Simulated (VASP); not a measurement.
# MnF2 (P4_2/mnm) in VASP: single point with PBE+U

Aim: the single point of MnF2 with PBE+U.

All numbers are computed with VASP 6.6.1; they aren't measurements. Logs are shortened: lines on timing, memory, paths and dates and some standing lists are left out, and cuts for length are marked.

### 1 The cell of the first run

It takes space group P4_2/mnm (No. 136, tetragonal). Conventional cell: a = 4.874 Å, b = 4.874 Å, c = 3.311 Å, α = 90.00°, β = 90.00°, γ = 90.00°. Within 2.8 Å of Mn (site symmetry mmm) lie 6 F at 2.10 to 2.13 Å. F (site symmetry m2m) has 3 Mn at 2.10 to 2.13 Å and 1 F at 2.68 Å within 2.8 Å.

### 2 Single point, PBE+U, collinear spin, antiferromagnetic start

The input, INCAR:

```
SYSTEM = MnF2
ALGO     = Normal         ! electronic algorithm
EDIFF    = 1E-7           ! SCF threshold, eV
ENCUT    = 520            ! plane-wave cutoff, eV
GGA      = PE             ! functional
ISIF     = 2              ! what is computed and relaxed
ISMEAR   = -1             ! smearing method
ISPIN    = 2              ! spin polarisation
LASPH    = .TRUE.         ! aspherical terms in the spheres
LCHARG   = .TRUE.         ! write CHGCAR
LDAU     = .TRUE.         ! DFT+U
LDAUJ    = 0 0          
LDAUL    = 2 -1           ! shell
LDAUPRINT= 1            
LDAUTYPE = 2            
LDAUU    = 7 0            ! U, eV
LELF     = .TRUE.         ! ELF
LMAXMIX  = 4              ! l up to which the mixer works
LORBIT   = 11             ! projections on sites
LREAL    = .FALSE.        ! projectors in reciprocal space
LVHAR    = .TRUE.       
LWAVE    = .FALSE.        ! write WAVECAR
MAGMOM   = 2.8 -2.8 0 0 0 0 ! initial moments
NBANDS   = 40             ! bands
NELM     = 150            ! most SCF steps
PREC     = Accurate       ! precision mode
SIGMA    = 0.15           ! smearing width, eV
```

The input, KPOINTS:

```
k-points
0
G
  4 4 6
  0 0 0
```

The input, POSCAR:

```
MnF2
1.0
    4.8738000000      0.0000000000      0.0000000000
    0.0000000000      4.8738000000      0.0000000000
    0.0000000000      0.0000000000      3.3107000000
Mn F
2 4
Direct
    0.0000000000      0.0000000000      0.0000000000
    0.5000000000      0.5000000000      0.5000000000
    0.3053000000      0.3053000000      0.0000000000
    0.1947000000      0.8053000000      0.5000000000
    0.6947000000      0.6947000000      0.0000000000
    0.8053000000      0.1947000000      0.5000000000
```

Potentials or basis: VASP PAW PBE potentials, release 64 (Mn_pv, F).

On the command line:

```console
$ cat potpaw_PBE.64/Mn_pv/POTCAR potpaw_PBE.64/F/POTCAR > POTCAR
$ mpirun -np 1 vasp_std > vasp.out
```

OUTCAR:

```text
SYSTEM = MnF2
   EDIFF = 1E-7
   ENCUT = 520
   GGA = PE
   ISIF = 2
   ISMEAR = -1
   ISPIN = 2
   LASPH = .TRUE.
   LORBIT = 11
   LREAL = .FALSE.
   NELM = 150
   PREC = Accurate

 ion  position               nearest neighbor table
   1  0.000  0.000  0.000-   3 2.10   5 2.10   4 2.13   6 2.13   4 2.13   6 2.13
   2  0.500  0.500  0.500-   4 2.10   6 2.10   5 2.13   3 2.13   3 2.13   5 2.13
   3  0.305  0.305  0.000-   1 2.10   2 2.13   2 2.13
   4  0.195  0.805  0.500-   2 2.10   1 2.13   1 2.13
   5  0.695  0.695  0.000-   1 2.10   2 2.13   2 2.13
   6  0.805  0.195  0.500-   2 2.10   1 2.13   1 2.13

  LATTYP: Found a simple tetragonal cell.
 ALAT       =     4.8738000000
 C/A-ratio  =     0.6792851574

  Lattice vectors:

 A1 = (   4.8738000000,   0.0000000000,   0.0000000000)
 A2 = (   0.0000000000,   4.8738000000,   0.0000000000)
 A3 = (   0.0000000000,   0.0000000000,   3.3107000000)

Analysis of symmetry for initial positions (statically):
=====================================================================
 Subroutine PRICEL returns:
 Original cell was already a primitive cell.

 Routine SETGRP: Setting up the symmetry group for a
 simple tetragonal supercell.

 Subroutine GETGRP returns: Found 16 space group operations
 (whereof  8 operations were pure point group operations)
 out of a pool of 16 trial point group operations.

The static configuration has the point symmetry D_2h.
 The point group associated with its full space group is D_4h.

Analysis of symmetry for dynamics (positions and initial velocities):
=====================================================================
 Subroutine PRICEL returns:
 Original cell was already a primitive cell.

 Routine SETGRP: Setting up the symmetry group for a
 simple tetragonal supercell.

 Subroutine GETGRP returns: Found 16 space group operations
 (whereof  8 operations were pure point group operations)
 out of a pool of 16 trial point group operations.

The dynamic configuration has the point symmetry D_2h.
 The point group associated with its full space group is D_4h.

Analysis of structural, dynamic, and magnetic symmetry:
=====================================================================
 Subroutine PRICEL returns:
 Original cell was already a primitive cell.

 Routine SETGRP: Setting up the symmetry group for a
 simple tetragonal supercell.

 Subroutine GETGRP returns: Found 16 space group operations
 (whereof  8 operations were pure point group operations)
 out of a pool of 16 trial point group operations.

The overall configuration has the point symmetry D_2h.
 The point group associated with its full space group is D_4h.

 Subroutine INISYM returns: Found 16 space group operations
 (whereof  8 operations are pure point group operations),
 and found     1 'primitive' translations

----------------------------------------------------------------------------------------

                                     Primitive cell

  volume of cell :      78.6421

  direct lattice vectors                    reciprocal lattice vectors
     4.873800000  0.000000000  0.000000000     0.205178711  0.000000000  0.000000000
     0.000000000  4.873800000  0.000000000     0.000000000  0.205178711  0.000000000
     0.000000000  0.000000000  3.310700000     0.000000000  0.000000000  0.302050926

  length of vectors
     4.873800000  4.873800000  3.310700000     0.205178711  0.205178711  0.302050926

  position of ions in fractional coordinates (direct lattice)
     0.000000000  0.000000000  0.000000000
     0.500000000  0.500000000  0.500000000
     0.305300000  0.305300000  0.000000000
[... 153 lines left out ...]
  o =  0.9530  v = -0.6031  0.0000 -0.7976  0.0000  0.0000  0.0000  0.0000  0.0000  0.0000  0.0000      0.0000  0.0000  0.0000  0.0000  0.0000  0.0000  0.0000  0.0000  0.0000  0.0000
  o =  0.9555  v = -0.0000 -0.0000 -0.0000  0.0000 -1.0000  0.0000  0.0000  0.0000  0.0000  0.0000      0.0000  0.0000  0.0000  0.0000  0.0000  0.0000  0.0000  0.0000  0.0000  0.0000
  o =  0.9557  v =  0.0000 -0.7071  0.0000 -0.7071  0.0000  0.0000  0.0000  0.0000  0.0000  0.0000      0.0000  0.0000  0.0000  0.0000  0.0000  0.0000  0.0000  0.0000  0.0000  0.0000
  o =  0.9887  v =  0.0000 -0.7071  0.0000  0.7071  0.0000  0.0000  0.0000  0.0000  0.0000  0.0000      0.0000  0.0000  0.0000  0.0000  0.0000  0.0000  0.0000  0.0000  0.0000  0.0000
  o =  0.9921  v = -0.7976  0.0000  0.6031  0.0000  0.0000  0.0000  0.0000  0.0000  0.0000  0.0000      0.0000  0.0000  0.0000  0.0000  0.0000  0.0000  0.0000  0.0000  0.0000  0.0000

atom =   2  type =  1  l = 2

 onsite density matrix

spin component  1

  0.0371  0.0000  0.0208  0.0000  0.0000
  0.0000  0.0301  0.0000  0.0180  0.0000
  0.0208  0.0000  0.0257  0.0000  0.0000
  0.0000  0.0180  0.0000  0.0301  0.0000
  0.0000  0.0000  0.0000  0.0000  0.0106

spin component  2

  0.9779  0.0000  0.0188  0.0000 -0.0000
  0.0000  0.9722  0.0000  0.0165  0.0000
  0.0188  0.0000  0.9672  0.0000 -0.0000
  0.0000  0.0165  0.0000  0.9722  0.0000
 -0.0000  0.0000 -0.0000  0.0000  0.9555

 occupancies and eigenvectors

  o =  0.0098  v = -0.6066  0.0000  0.7950  0.0000 -0.0000  0.0000  0.0000  0.0000  0.0000  0.0000      0.0000  0.0000  0.0000  0.0000  0.0000  0.0000  0.0000  0.0000  0.0000  0.0000
  o =  0.0106  v = -0.0000 -0.0000  0.0000  0.0000  1.0000  0.0000  0.0000  0.0000  0.0000  0.0000      0.0000  0.0000  0.0000  0.0000  0.0000  0.0000  0.0000  0.0000  0.0000  0.0000
  o =  0.0121  v =  0.0000  0.7071  0.0000 -0.7071 -0.0000  0.0000  0.0000  0.0000  0.0000  0.0000      0.0000  0.0000  0.0000  0.0000  0.0000  0.0000  0.0000  0.0000  0.0000  0.0000
  o =  0.0481  v =  0.0000  0.7071  0.0000  0.7071 -0.0000  0.0000  0.0000  0.0000  0.0000  0.0000      0.0000  0.0000  0.0000  0.0000  0.0000  0.0000  0.0000  0.0000  0.0000  0.0000
  o =  0.0530  v = -0.7950  0.0000 -0.6066  0.0000 -0.0000  0.0000  0.0000  0.0000  0.0000  0.0000      0.0000  0.0000  0.0000  0.0000  0.0000  0.0000  0.0000  0.0000  0.0000  0.0000
  o =  0.9530  v =  0.0000  0.0000  0.0000  0.0000  0.0000 -0.6031  0.0000  0.7976  0.0000  0.0000      0.0000  0.0000  0.0000  0.0000  0.0000  0.0000  0.0000  0.0000  0.0000  0.0000
  o =  0.9555  v =  0.0000  0.0000  0.0000  0.0000  0.0000 -0.0000 -0.0000  0.0000  0.0000 -1.0000      0.0000  0.0000  0.0000  0.0000  0.0000  0.0000  0.0000  0.0000  0.0000  0.0000
  o =  0.9557  v =  0.0000  0.0000  0.0000  0.0000  0.0000  0.0000  0.7071  0.0000 -0.7071 -0.0000      0.0000  0.0000  0.0000  0.0000  0.0000  0.0000  0.0000  0.0000  0.0000  0.0000
  o =  0.9887  v =  0.0000  0.0000  0.0000  0.0000  0.0000  0.0000  0.7071  0.0000  0.7071 -0.0000      0.0000  0.0000  0.0000  0.0000  0.0000  0.0000  0.0000  0.0000  0.0000  0.0000
  o =  0.9921  v =  0.0000  0.0000  0.0000  0.0000  0.0000 -0.7976  0.0000 -0.6031  0.0000  0.0000      0.0000  0.0000  0.0000  0.0000  0.0000  0.0000  0.0000  0.0000  0.0000  0.0000

 number of electron      54.0000033 magnetization       0.0000000

 Free energy of the ion-electron system (eV)
  ---------------------------------------------------
  ext. energy  EPLUGINS =         0.00000000
  ---------------------------------------------------
  free energy    TOTEN  =       -36.92584655 eV

  energy without entropy =      -36.92584627  energy(sigma->0) =      -36.92584641

 E-fermi :   3.0957     XC(G=0):  -9.7159

 val. band max:        0.6421947199   @ k =   0.5000   0.0000   0.0000
 cond. band min:       5.0269679823   @ k =   0.0000   0.0000   0.0000
 fundamental gap:      4.3847732623
 Fermi energy:         3.0957010593

 spin component 1

 k-point     1 :       0.0000    0.0000    0.0000
  band No.  band energies     occupation
      1     -46.7229      1.00000
      2     -46.6663      1.00000
      3     -46.6597      1.00000
      4     -41.6348      1.00000
      5     -41.5716      1.00000
      6     -41.5607      1.00000
[... 997 lines left out ...]
     38      12.6209      0.00000
     39      12.7632      0.00000
 Fermi energy:         3.0957010593

 spin component 2

 k-point     1 :       0.0000    0.0000    0.0000
  band No.  band energies     occupation
      1     -46.7229      1.00000
      2     -46.6663      1.00000
      3     -46.6597      1.00000
      4     -41.6348      1.00000
      5     -41.5716      1.00000
      6     -41.5607      1.00000
[... 997 lines left out ...]
     38      12.6209      0.00000
     39      12.7632      0.00000
 [bands above 39 left out]

------------------------ aborting loop because EDIFF is reached ----------------------------------------

  FORCE on cell =-STRESS in cart. coord.  units (eV):
  Direction    XX          YY          ZZ          XY          YZ          ZX
  --------------------------------------------------------------------------------------
  -------------------------------------------------------------------------------------
  Total        2.4804151      2.4804151      2.7894987     -0.0000000      0.0000000      0.0000000
  in kB       50.5335380     50.5335380     56.8305040     -0.0000000      0.0000000      0.0000000
  external PRESSURE =      52.6325267 kB  Pullay stress =       0.0000000 kB

 VOLUME and BASIS-vectors are now :
 -----------------------------------------------------------------------------
  energy-cutoff  :      520.00
  volume of cell :       78.64
      direct lattice vectors                 reciprocal lattice vectors
     4.873800000  0.000000000  0.000000000     0.205178711  0.000000000  0.000000000
     0.000000000  4.873800000  0.000000000     0.000000000  0.205178711  0.000000000
     0.000000000  0.000000000  3.310700000     0.000000000  0.000000000  0.302050926

 POSITION                                       TOTAL-FORCE (eV/Angst)
 -----------------------------------------------------------------------------------
      0.00000      0.00000      0.00000        -0.000000     -0.000000      0.000000
      2.43690      2.43690      1.65535        -0.000000     -0.000000      0.000000
      1.48797      1.48797      0.00000        -0.047111     -0.047111      0.000000
      0.94893      3.92487      1.65535         0.047111     -0.047111      0.000000
      3.38583      3.38583      0.00000         0.047111      0.047111     -0.000000
      3.92487      0.94893      1.65535        -0.047111      0.047111      0.000000
 -----------------------------------------------------------------------------------
    total drift:                                0.000000      0.000000      0.000000

  FREE ENERGIE OF THE ION-ELECTRON SYSTEM (eV)
  ---------------------------------------------------
  free  energy   TOTEN  =       -36.9258465483 eV

  energy  without entropy=      -36.9258462722  energy(sigma->0) =      -36.92584641

 total charge

# of ion       s       p       d       tot
------------------------------------------
    1        0.164   6.148   4.960  11.271
    2        0.164   6.148   4.960  11.271
    3        1.733   4.385   0.000   6.119
    4        1.733   4.385   0.000   6.119
    5        1.733   4.385   0.000   6.119
    6        1.733   4.385   0.000   6.119
--------------------------------------------------
tot          7.260  29.837   9.920  47.017

 magnetization (x)

# of ion       s       p       d       tot
------------------------------------------
    1        0.019   0.019   4.701   4.739
    2       -0.019  -0.019  -4.701  -4.739
    3       -0.002  -0.010   0.000  -0.012
    4        0.002   0.010   0.000   0.012
    5       -0.002  -0.010   0.000  -0.012
    6        0.002   0.010   0.000   0.012
--------------------------------------------------
tot         -0.000   0.000   0.000   0.000
```

It took 1.9 min on 1 thread of Intel Xeon Platinum 8375C at 2.90GHz (Ice Lake), shared host; peak memory 0.27 GiB.

Results:

```
Free energy                                           : -36.9258 eV
Pressure                                              : 5.3 GPa
Largest force                                         : 0.067 eV/Å
Band gap on the k mesh                                : 4.38 eV (least direct gap 4.42 eV)
Net moment                                            : 0.00 μB per cell
Site moments                                          : Mn +4.74, -4.74; F -0.01, +0.01 (each value once) μB
Valence electrons inside the program's atomic spheres : Mn 11.27; F 6.12
```

Forces in eV/Å, atoms in the order of the input:
```
Mn   0.000  0.000  0.000
Mn   0.000  0.000  0.000
F   -0.047 -0.047  0.000
F    0.047 -0.047  0.000
F    0.047  0.047  0.000
F   -0.047  0.047  0.000
```

Stress tensor (GPa, compression positive):
```
5.05 0.00 0.00
0.00 5.05 0.00
0.00 0.00 5.68
```

Eigenvalues of the final occupation matrices:
```tsv
site	spin	trace	eigenvalues
site 1 d	1	4.84	0.95 0.96 0.96 0.99 0.99
site 1 d	2	0.13	0.01 0.01 0.01 0.05 0.05
site 2 d	1	0.13	0.01 0.01 0.01 0.05 0.05
site 2 d	2	4.84	0.95 0.96 0.96 0.99 0.99
```

Caveat: the cell stands under pressure.
